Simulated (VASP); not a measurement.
## Li2Ge4N: relaxation of cell and atoms with PBE

Crystal: Li2Ge4N.

```xyz
7
Lattice="3.9000 0.0000 0.0000 0.0000 3.9000 0.0000 0.0000 0.0000 6.9000" Properties=species:S:1:pos:R:3 pbc="T T T"
Li    0.0000    1.9500    0.0000
Li    1.9500    0.0000    0.0000
Ge    0.0000    0.0000    2.0010
Ge    0.0000    0.0000    4.8990
Ge    1.9500    1.9500    4.7610
Ge    1.9500    1.9500    2.1390
N     0.0000    0.0000    0.0000
```

```json
{
 "Program": "VASP 6.6.1",
 "Task": "relaxation of cell and atoms",
 "Functional": "PBE",
 "Potentials or basis": "VASP PAW PBE potentials, release 64 (Li_sv, Ge_d, N)",
 "Cutoff": "600 eV",
 "k mesh": "4 × 4 × 3",
 "Occupations": "gaussian, width 0.2 eV",
 "Spin": "no spin polarisation",
 "Dipole correction": "no",
 "Further INCAR settings": "ALGO = Normal; EDIFF = 1e-06; IBRION = 2; EDIFFG = -0.08; NSW = 36; ISIF = 3"
}
```

```yaml
Relaxed_volume: 16.34 Å³/atom
Relaxed_cell: a = 3.962 Å, b = 3.962 Å, c = 7.286 Å, α = 90.00°, β = 90.00°, γ = 90.00°
Space_group_after_relaxing_to_0.1_Å: P4/mmm (No. 123)
Energy_gained_by_relaxing: 58.4 meV/atom
Ionic_steps: 6
Pressure_after_relaxing: -0.3 GPa
Largest_force_after_relaxing: 0.068 eV/Å
Band_gap_on_the_k_mesh: zero (an odd number of electrons rules out a gap without spin polarisation)
```

Forces in eV/Å, atoms in the order of the input:
```
Li   0.000  0.000  0.000
Li   0.000  0.000  0.000
Ge   0.000  0.000  0.068
Ge   0.000  0.000 -0.068
Ge   0.000  0.000  0.043
Ge   0.000  0.000 -0.043
N    0.000  0.000  0.000
```

The path:
```tsv
step	energy change (eV)	largest force (eV/Å)	pressure (GPa)	volume (Å³)
1	0.0000	1.2878	2.92	104.95
2	-0.2730	0.6068	1.39	109.14
3	-0.3241	0.1663	0.83	111.90
4	-0.3798	0.2438	-0.67	114.47
5	-0.3879	0.2762	-1.54	116.27
6	-0.4087	0.0677	-0.33	114.36
```

Final structure:
```yaml
crystal:
  lattice:
    - [3.96169, 0.00000, 0.00000]
    - [0.00000, 3.96169, 0.00000]
    - [0.00000, 0.00000, 7.28630]
  atoms:
    - { symbol: Li, position: [0.00000, 0.50000, 0.00000] }
    - { symbol: Li, position: [0.50000, 0.00000, 0.00000] }
    - { symbol: Ge, position: [0.00000, 0.00000, 0.26768] }
    - { symbol: Ge, position: [0.00000, 0.00000, 0.73232] }
    - { symbol: Ge, position: [0.50000, 0.50000, 0.67121] }
    - { symbol: Ge, position: [0.50000, 0.50000, 0.32879] }
    - { symbol: N, position: [0.00000, 0.00000, 0.00000] }
```

Levels at points of the mesh, in eV from the Fermi level:
| k point | band 31 | band 32 | band 33 | band 34 | band 35 | band 36 |
| --- | --- | --- | --- | --- | --- | --- |
| (0.00, 0.00, 0.00) | -1.07 | -0.89 | -0.89 | -0.77 | -0.77 | 3.27 |
| (0.50, 0.00, 0.00) | -0.73 | 0.31 | 0.92 | 1.36 | 1.52 | 1.74 |
| (0.50, 0.50, 0.00) | -3.63 | -2.26 | -2.10 | -2.10 | -2.06 | 2.38 |

Wall time 2.3 min on 1 thread of AMD EPYC 9R45 96-Core Processor (Zen 5) (shared host), peak memory 0.23 GiB.

Caveat: the k points lie up to 0.40 Å⁻¹ apart in the final cell, too coarse for converged energies and pressures of a metal; the cutoff is under 1.25 times the usual one of these potentials, so pressure, stress and relaxed cells hold a basis-set (Pulay) error; the relaxation stopped at a loose force limit of 0.08 eV/Å, so its end isn't a converged minimum.
